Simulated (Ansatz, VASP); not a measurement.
# One calculation of Os2C3, two programs

```
Os C
1.0
     3.31218    0.00000    0.00000
    -1.65609    2.86843    0.00000
     0.00000    0.00000    5.51337
Os C
2 3
Direct
  0.33333 0.66667 0.26025
  0.66667 0.33333 0.73975
  0.00000 0.00000 0.00000
  0.33333 0.66667 0.63450
  0.66667 0.33333 0.36550
```

Alike in both runs: functional PBE; k mesh 12 × 12 × 8; occupations gaussian, width 0.1 eV; no spin polarisation.

Ansatz relaxed the structure, and its values are those at the end. VASP's run is a single point on that final structure, the one shown.

|  | VASP | Ansatz |
| --- | --- | --- |
| version | VASP 6.6.1 | Ansatz 0.2.0 |
| potentials or method | VASP PAW PBE potentials, release 64 (Os_sv_GW, C), cutoff 700 eV | scalar-relativistic, plane waves, PAW |
| valence electrons in the cell | 44 | 44 |

Ansatz gave:

```
gap on the k mesh at the Fermi level (eV) : none
pressure (GPa)                            : 0.0
rms of the force components (eV/Å)        : 0.001
```

What did VASP give for the same quantities?

gap on the k mesh at the Fermi level (eV): none; pressure (GPa): 0.1; rms of the force components (eV/Å): 0.012.

A gap of «none» marks a metal or a gap that the smearing closes. The functional is the same, so the differences come from potentials, cutoffs and numerics.

Neither program's run includes spin-orbit coupling.
